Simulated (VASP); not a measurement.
# KZnF3 (Pm-3m) in VASP: further runs

Runs on KZnF3. Level: PBEsol. Tasks: single point.

All numbers are computed with VASP 6.6.1; they aren't measurements. Logs are shortened: lines on timing, memory, paths and dates and some standing lists are left out, and cuts for length are marked.

**1. The cell of the first run**

Symmetry: Pm-3m, No. 221, cubic system. The conventional cell has a = 4.047 Å, b = 4.047 Å, c = 4.047 Å, α = 90.00°, β = 90.00°, γ = 90.00°. Within 3.8 Å of K (site symmetry m-3m) lie 12 F at 2.86 Å and 8 Zn at 3.51 Å. Zn (site symmetry m-3m) has 6 F at 2.02 Å within 2.7 Å. F (site symmetry 4/mmm) has 2 Zn at 2.02 Å within 2.7 Å.

**2. Single point, PBEsol**

INCAR

```
SYSTEM = KZnF3
PREC = Accurate ; ENCUT = 520
EDIFF = 1E-6 ; ISMEAR = 0
SIGMA = 0.1 ; LREAL = .FALSE.
LASPH = .TRUE. ; NELM = 80
ALGO = Normal ; ISIF = 2
LWAVE = .FALSE. ; LCHARG = .FALSE.
GGA = PS ; NBANDS = 29
```

KPOINTS

```
regular mesh
0
G
  4 4 4
  0 0 0
```

POSCAR

```
KZnF3
1.0
    4.0474167900      0.0000000000      0.0000000000
    0.0000000000      4.0474167900      0.0000000000
    0.0000000000      0.0000000000      4.0474167900
K Zn F
1 1 3
Direct
    0.0000000000      0.0000000000      0.0000000000
    0.5000000000      0.5000000000      0.5000000000
    0.0000000000      0.5000000000      0.5000000000
    0.5000000000      0.0000000000      0.5000000000
    0.5000000000      0.5000000000      0.0000000000
```

Potentials or basis: VASP PAW PBE potentials, release 64 (K_sv, Zn, F).

Command:

```console
> cat potpaw_PBE.64/K_sv/POTCAR potpaw_PBE.64/Zn/POTCAR potpaw_PBE.64/F/POTCAR > POTCAR
> mpirun -np 1 vasp_std > vasp.out
```

OUTCAR:

```text
SYSTEM = KZnF3
   PREC = Accurate
   ENCUT = 520
   EDIFF = 1E-6
   ISMEAR = 0
   LREAL = .FALSE.
   LASPH = .TRUE.
   NELM = 80
   ISIF = 2
   GGA = PS

 ion  position               nearest neighbor table
   1  0.000  0.000  0.000-
   2  0.500  0.500  0.500-   3 2.02   4 2.02   5 2.02   5 2.02   4 2.02   3 2.02
   3  0.000  0.500  0.500-   2 2.02   2 2.02
   4  0.500  0.000  0.500-   2 2.02   2 2.02
   5  0.500  0.500  0.000-   2 2.02   2 2.02

  LATTYP: Found a simple cubic cell.
 ALAT       =     4.0474167900

  Lattice vectors:

 A1 = (   4.0474167900,   0.0000000000,   0.0000000000)
 A2 = (   0.0000000000,   4.0474167900,   0.0000000000)
 A3 = (   0.0000000000,   0.0000000000,   4.0474167900)

Analysis of symmetry for initial positions (statically):
=====================================================================
 Subroutine PRICEL returns:
 Original cell was already a primitive cell.

 Routine SETGRP: Setting up the symmetry group for a
 simple cubic supercell.

 Subroutine GETGRP returns: Found 48 space group operations
 (whereof 48 operations were pure point group operations)
 out of a pool of 48 trial point group operations.

The static configuration has the point symmetry O_h .

Analysis of symmetry for dynamics (positions and initial velocities):
=====================================================================
 Subroutine PRICEL returns:
 Original cell was already a primitive cell.

 Routine SETGRP: Setting up the symmetry group for a
 simple cubic supercell.

 Subroutine GETGRP returns: Found 48 space group operations
 (whereof 48 operations were pure point group operations)
 out of a pool of 48 trial point group operations.

The dynamic configuration has the point symmetry O_h .

 Subroutine INISYM returns: Found 48 space group operations
 (whereof 48 operations are pure point group operations),
 and found     1 'primitive' translations

----------------------------------------------------------------------------------------

                                     Primitive cell

  volume of cell :      66.3031

  direct lattice vectors                    reciprocal lattice vectors
     4.047416790  0.000000000  0.000000000     0.247071170  0.000000000  0.000000000
     0.000000000  4.047416790  0.000000000     0.000000000  0.247071170  0.000000000
     0.000000000  0.000000000  4.047416790     0.000000000  0.000000000  0.247071170

  length of vectors
     4.047416790  4.047416790  4.047416790     0.247071170  0.247071170  0.247071170

  position of ions in fractional coordinates (direct lattice)
     0.000000000  0.000000000  0.000000000
     0.500000000  0.500000000  0.500000000
     0.000000000  0.500000000  0.500000000
     0.500000000  0.000000000  0.500000000
     0.500000000  0.500000000  0.000000000

  ion indices of the primitive-cell ions
   primitive index   ion index
                 1           1
                 2           2
                 3           3
                 4           4
                 5           5

----------------------------------------------------------------------------------------

 KPOINTS: regular mesh

Automatic generation of k-mesh.
 Grid dimensions read from file:
 generate k-points for:    4    4    4

 Generating k-lattice:

  Cartesian coordinates                     Fractional coordinates (reciprocal lattice)
     0.061767792  0.000000000  0.000000000     0.250000000  0.000000000  0.000000000
     0.000000000  0.061767792  0.000000000     0.000000000  0.250000000  0.000000000
     0.000000000  0.000000000  0.061767792     0.000000000  0.000000000  0.250000000

  Length of vectors
     0.061767792  0.061767792  0.061767792

  Shift w.r.t. Gamma in fractional coordinates (k-lattice)
     0.000000000  0.000000000  0.000000000

 Subroutine IBZKPT returns following result:
 ===========================================

 Found     10 irreducible k-points:

 Following reciprocal coordinates:
            Coordinates               Weight
  0.000000  0.000000  0.000000      1.000000
  0.250000  0.000000  0.000000      6.000000
  0.500000  0.000000  0.000000      3.000000
  0.250000  0.250000  0.000000     12.000000
  0.500000  0.250000  0.000000     12.000000
  0.500000  0.500000  0.000000      3.000000
  0.250000  0.250000  0.250000      8.000000
  0.500000  0.250000  0.250000     12.000000
  0.500000  0.500000  0.250000      6.000000
  0.500000  0.500000  0.500000      1.000000
   k-points           NKPTS =     10   k-points in BZ     NKDIM =     10   number of bands    NBANDS=     29
   number of dos      NEDOS =    301   number of ions     NIONS =      5
   total plane-waves  NPLWV =  27000
   dimension x,y,z NGX =    30 NGY =   30 NGZ =   30
   dimension x,y,z NGXF=    60 NGYF=   60 NGZF=   60
   ions per type =               1   1   3
   NGX,Y,Z   is equivalent  to a cutoff of  12.32, 12.32, 12.32 a.u.
   NGXF,Y,Z  is equivalent  to a cutoff of  24.64, 24.64, 24.64 a.u.
 SYSTEM =  KZnF3
   PREC   = accura    normal or accurate (medium, high low for compatibility)
   ISTART =      0    job   : 0-new  1-cont  2-samecut
   ICHARG =      2    charge: 1-file 2-atom 10-const
   ISPIN  =      1    spin polarized calculation?
   LNONCOLLINEAR =      F non collinear calculations
   LSORBIT =      F    spin-orbit coupling
   LASPH  =      T    aspherical Exc in radial PAW
   ENCUT  =  520.0 eV  38.22 Ry    6.18 a.u.   7.53  7.53  7.53*2*pi/ulx,y,z
   NELM   =     80;   NELMIN=  2; NELMDL= -5     # of ELM steps
   EDIFF  = 0.1E-05   stopping-criterion for ELM
   LREAL  =      F    real-space projection
   EDIFFG = 0.1E-04   stopping-criterion for IOM
   NSW    =      0    number of steps for IOM
   IBRION =     -1    ionic relax: 0-MD 1-quasi-New 2-CG
   NFREE  =      0    steps in history (QN), initial steepest desc. (CG)
   ISIF   =      2    stress and relaxation
   ISYM   =      2    0-nonsym 1-usesym 2-fastsym
   POTIM  = 0.5000    time-step for ionic-motion
   TEBEG  =    0.0;   TEEND  =   0.0 temperature during run
   PSTRESS=    0.0 pullay stress
   NELECT =      42.0000    total number of electrons
   NUPDOWN=      -1.0000    fix difference up-down
   EMIN   =  10.00;   EMAX   =-10.00  energy-range for DOS
   EFERMI =   0.00;   METHOD = LEGACY
   ISMEAR =     0;   SIGMA  =   0.10  broadening in eV -4-tet -1-fermi 0-gaus
   EFERMI_NEDOS =   21; number of points for ismear=-14 and -15
   IALGO  =     38    algorithm
   IMIX   =      4    mixing-type and parameters
     AMIX     =   0.40;   BMIX     =  1.00
     AMIX_MAG =   1.60;   BMIX_MAG =  1.00
  volume/ion in A,a.u.               =      13.26        89.49
  Fermi-wavevector in a.u.,A,eV,Ry     =   1.405983  2.656922 26.895827  1.976788
  Thomas-Fermi vector in A             =   2.528389
   LORBIT       =      0    0 simple, 1 ext, 2 COOP (PROOUT), +10 PAW based schemes
   GGA     = PS    functional components
   LHFCALC =     F    Hartree Fock is set to
   AEXX    =    0.0000 exact exchange contribution
   IVDW    =     0    specifies the selected vdW correction
   LEPSILON=     F    determine dielectric tensor
   LRPA    =     F    only Hartree local field effects (RPA)
 non-spin polarized calculation
 Gauss-broadening in eV      SIGMA  =   0.10
  energy-cutoff  :      520.00
  volume of cell :       66.30
 maximum number of plane-waves:      1803
   NGX = 15   NGY = 15   NGZ = 15

 number of electron      41.9999980 magnetization

 Free energy of the ion-electron system (eV)
  ---------------------------------------------------
  ext. energy  EPLUGINS =         0.00000000
  ---------------------------------------------------
  free energy    TOTEN  =       -21.33932257 eV

  energy without entropy =      -21.33932257  energy(sigma->0) =      -21.33932257

 E-fermi :  -0.4159     XC(G=0): -10.1502

 val. band max:       -0.8605321424   @ k =   0.5000   0.5000   0.5000
 cond. band min:       2.7821778508   @ k =   0.0000   0.0000   0.0000
 fundamental gap:      3.6427099932
 Fermi energy:        -0.4159179096

 k-point     1 :       0.0000    0.0000    0.0000
  band No.  band energies     occupation
      1     -27.7650      2.00000
      2     -22.3845      2.00000
      3     -21.7374      2.00000
      4     -21.7374      2.00000
      5     -11.3228      2.00000
      6     -11.3228      2.00000
[... 21 lines left out ...]
     28      10.1050      0.00000
     29      13.1219      0.00000

 k-point     2 :       0.2500    0.0000    0.0000
  band No.  band energies     occupation
      1     -27.7531      2.00000
      2     -22.3145      2.00000
      3     -21.8025      2.00000
      4     -21.7342      2.00000
      5     -11.3207      2.00000
      6     -11.2987      2.00000
[... 21 lines left out ...]
     28      10.2649      0.00000
     29      12.7174      0.00000

 k-point     3 :       0.5000    0.0000    0.0000
  band No.  band energies     occupation
      1     -27.7412      2.00000
      2     -22.2223      2.00000
      3     -21.8895      2.00000
      4     -21.7302      2.00000
      5     -11.3184      2.00000
      6     -11.2741      2.00000
[... 21 lines left out ...]
     28      11.2468      0.00000
     29      11.6756      0.00000

 k-point     4 :       0.2500    0.2500    0.0000
  band No.  band energies     occupation
      1     -27.7430      2.00000
      2     -22.2387      2.00000
      3     -21.8229      2.00000
      4     -21.7694      2.00000
      5     -11.3558      2.00000
      6     -11.2988      2.00000
[... 149 lines left out ...]
     28      11.0672      0.00000
     29      11.7340      0.00000

 k-point     9 :       0.5000    0.5000    0.2500
  band No.  band energies     occupation
      1     -27.7185      2.00000
      2     -21.9286      2.00000
      3     -21.8969      2.00000
      4     -21.8969      2.00000
      5     -11.4426      2.00000
      6     -11.4426      2.00000
[... 21 lines left out ...]
     28      11.5627      0.00000
     29      11.5800      0.00000

 k-point    10 :       0.5000    0.5000    0.5000
  band No.  band energies     occupation
      1     -27.7127      2.00000
      2     -21.8876      2.00000
      3     -21.8876      2.00000
      4     -21.8876      2.00000
      5     -11.4924      2.00000
      6     -11.4924      2.00000
[... 21 lines left out ...]
     28      11.6971      0.00000
     29      12.4595      0.00000

------------------------ aborting loop because EDIFF is reached ----------------------------------------

  FORCE on cell =-STRESS in cart. coord.  units (eV):
  Direction    XX          YY          ZZ          XY          YZ          ZX
  --------------------------------------------------------------------------------------
  -------------------------------------------------------------------------------------
  Total        0.3136219      0.3136219      0.3136219     -0.0000000      0.0000000      0.0000000
  in kB        7.5784994      7.5784994      7.5784994     -0.0000000      0.0000000      0.0000000
  external PRESSURE =       7.5784994 kB  Pullay stress =       0.0000000 kB

 VOLUME and BASIS-vectors are now :
 -----------------------------------------------------------------------------
  energy-cutoff  :      520.00
  volume of cell :       66.30
      direct lattice vectors                 reciprocal lattice vectors
     4.047416790  0.000000000  0.000000000     0.247071170  0.000000000  0.000000000
     0.000000000  4.047416790  0.000000000     0.000000000  0.247071170  0.000000000
     0.000000000  0.000000000  4.047416790     0.000000000  0.000000000  0.247071170

 POSITION                                       TOTAL-FORCE (eV/Angst)
 -----------------------------------------------------------------------------------
      0.00000      0.00000      0.00000         0.000000      0.000000      0.000000
      2.02371      2.02371      2.02371         0.000000      0.000000      0.000000
      0.00000      2.02371      2.02371         0.000000      0.000000      0.000000
      2.02371      0.00000      2.02371         0.000000      0.000000      0.000000
      2.02371      2.02371      0.00000         0.000000      0.000000      0.000000
 -----------------------------------------------------------------------------------
    total drift:                                0.000000      0.000000     -0.000000

  FREE ENERGIE OF THE ION-ELECTRON SYSTEM (eV)
  ---------------------------------------------------
  free  energy   TOTEN  =       -21.3393225746 eV

  energy  without entropy=      -21.3393225745  energy(sigma->0) =      -21.33932257
```

Run time: 22 s. Hardware: 1 thread of Intel Xeon 8259CL, shared host; peak memory 0.18 GiB.

Results:

```
Free energy            : -21.3393 eV
Pressure               : 0.8 GPa
Band gap on the k mesh : 3.64 eV (least direct gap 5.51 eV)
```

Levels at points of the mesh, in eV from the valence-band top:
```tsv
k point	band 18	band 19	band 20	band 21	band 22	band 23	band 24	band 25
(0.00, 0.00, 0.00)	-2.08	-1.87	-1.87	-1.87	3.64	8.58	8.58	9.25
(0.50, 0.00, 0.00)	-2.05	-1.71	-1.71	-1.60	6.45	8.16	9.56	11.00
(0.50, 0.50, 0.00)	-1.80	-1.80	-1.51	0.00	7.94	9.98	9.98	10.03
(0.50, 0.50, 0.50)	-1.50	-1.50	0.00	0.00	8.28	8.28	8.28	10.14
```

Caveat: the PAW data sets were made with another functional, which shifts forces and pressure a little.

**3. Single point, PBEsol**

This run uses another cell than the first one, of 13.31 Å³/atom.

INCAR

```
SYSTEM = KZnF3
  PREC = Accurate
  ENCUT = 520
  EDIFF = 1E-7
  ISMEAR = 0
  SIGMA = 0.02
  LREAL = .FALSE.
  LASPH = .TRUE.
  NELM = 80
  ALGO = Normal
  ISIF = 2
  LWAVE = .FALSE.
  LCHARG = .FALSE.
  GGA = PS
  NBANDS = 29
```

KPOINTS

```
Automatic mesh
0
G
  6 6 6
  0 0 0
```

POSCAR: that of step 2 with these lines changed.

```diff
@@ -2,5 +2,5 @@
 1.0
-    4.0474167900      0.0000000000      0.0000000000
-    0.0000000000      4.0474167900      0.0000000000
-    0.0000000000      0.0000000000      4.0474167900
+    4.0519406020      0.0000000000      0.0000000000
+    0.0000000000      4.0519406020      0.0000000000
+    0.0000000000      0.0000000000      4.0519406020
 K Zn F
```

Potentials or basis: VASP PAW PBE potentials, release 64 (K_sv, Zn, F).

Command:

```console
> cat potpaw_PBE.64/K_sv/POTCAR potpaw_PBE.64/Zn/POTCAR potpaw_PBE.64/F/POTCAR > POTCAR
> mpirun -np 1 vasp_std > vasp.out
```

OUTCAR:

```text
SYSTEM = KZnF3
   PREC = Accurate
   ENCUT = 520
   EDIFF = 1E-7
   ISMEAR = 0
   LREAL = .FALSE.
   LASPH = .TRUE.
   NELM = 80
   ISIF = 2
   GGA = PS

 ion  position               nearest neighbor table
   1  0.000  0.000  0.000-
   2  0.500  0.500  0.500-   3 2.03   4 2.03   5 2.03   5 2.03   4 2.03   3 2.03
   3  0.000  0.500  0.500-   2 2.03   2 2.03
   4  0.500  0.000  0.500-   2 2.03   2 2.03
   5  0.500  0.500  0.000-   2 2.03   2 2.03

  LATTYP: Found a simple cubic cell.
[... 834 lines left out ...]
  --------------------------------------------------------------------------------------
  -------------------------------------------------------------------------------------
  Total        0.1502471      0.1502471      0.1502471      0.0000000     -0.0000000      0.0000000
  in kB        3.6184900      3.6184900      3.6184900      0.0000000     -0.0000000      0.0000000
  external PRESSURE =       3.6184900 kB  Pullay stress =       0.0000000 kB

 VOLUME and BASIS-vectors are now :
 -----------------------------------------------------------------------------
  energy-cutoff  :      520.00
  volume of cell :       66.53
      direct lattice vectors                 reciprocal lattice vectors
     4.051940602  0.000000000  0.000000000     0.246795326  0.000000000  0.000000000
     0.000000000  4.051940602  0.000000000     0.000000000  0.246795326  0.000000000
     0.000000000  0.000000000  4.051940602     0.000000000  0.000000000  0.246795326

 POSITION                                       TOTAL-FORCE (eV/Angst)
 -----------------------------------------------------------------------------------
      0.00000      0.00000      0.00000         0.000000      0.000000      0.000000
      2.02597      2.02597      2.02597         0.000000      0.000000      0.000000
      0.00000      2.02597      2.02597         0.000000      0.000000      0.000000
      2.02597      0.00000      2.02597         0.000000      0.000000      0.000000
      2.02597      2.02597      0.00000         0.000000      0.000000      0.000000
 -----------------------------------------------------------------------------------
    total drift:                                0.000000      0.000000     -0.000000

  FREE ENERGIE OF THE ION-ELECTRON SYSTEM (eV)
  ---------------------------------------------------
  free  energy   TOTEN  =       -21.3403628659 eV

  energy  without entropy=      -21.3403628659  energy(sigma->0) =      -21.34036287
```

It took 44 s on 1 thread of Intel Xeon 8259CL, shared host; peak memory 0.19 GiB.

What came out:

- Free energy: -21.3404 eV
- Pressure: 0.4 GPa
- Band gap on the k mesh: 3.63 eV (least direct gap 5.48 eV)

Caveat: the PAW data sets were made with another functional, which shifts forces and pressure a little. A k mesh can miss the band edges.

**4. Single point, PBEsol**

This run uses another cell than the first one, of 13.31 Å³/atom.

INCAR

```
ALGO     = Normal         # electronic algorithm
EDIFF    = 1E-6           # SCF threshold, eV
ENCUT    = 520            # plane-wave cutoff, eV
GGA      = PS             # functional
ISIF     = 2              # what is computed and relaxed
ISMEAR   = 0              # smearing method
LASPH    = True           # aspherical terms in the spheres
LCHARG   = False          # write CHGCAR
LREAL    = False          # projectors in reciprocal space
LWAVE    = False          # write WAVECAR
NBANDS   = 29             # bands
NELM     = 60             # most SCF steps
PREC     = Accurate       # precision mode
SIGMA    = 0.02           # smearing width, eV
```

KPOINTS

```
k-points
0
Gamma
  6 6 6
```

POSCAR is that of step 3.

Command:

```console
> cat potpaw_PBE.64/K_sv/POTCAR potpaw_PBE.64/Zn/POTCAR potpaw_PBE.64/F/POTCAR > POTCAR
> mpirun -np 1 vasp_std > vasp.out
```

Run time: 39 s. Hardware: 1 thread of Intel Xeon 8259CL, shared host; peak memory 0.19 GiB.

Results (log left out):

- Free energy: -21.3404 eV
- Pressure: 0.5 GPa
- Band gap on the k mesh: 3.63 eV (least direct gap 5.48 eV)

Levels at points of the mesh, in eV from the valence-band top:
| k point | band 17 | band 18 | band 19 | band 20 | band 21 | band 22 | band 23 | band 24 | band 25 | band 26 |
| --- | --- | --- | --- | --- | --- | --- | --- | --- | --- | --- |
| (0.00, 0.00, 0.00) | -2.06 | -2.06 | -1.85 | -1.85 | -1.85 | 3.63 | 8.60 | 8.60 | 9.24 | 10.97 |
| (0.50, 0.00, 0.00) | -2.02 | -2.02 | -1.69 | -1.69 | -1.60 | 6.44 | 8.15 | 9.57 | 11.01 | 11.01 |
| (0.50, 0.50, 0.00) | -2.06 | -1.78 | -1.78 | -1.50 | 0.00 | 7.93 | 9.97 | 9.97 | 10.03 | 11.39 |
| (0.50, 0.50, 0.50) | -1.48 | -1.48 | -1.48 | 0.00 | 0.00 | 8.28 | 8.28 | 8.28 | 10.11 | 12.07 |

Caveat: the PAW data sets were made with another functional, which shifts forces and pressure a little.
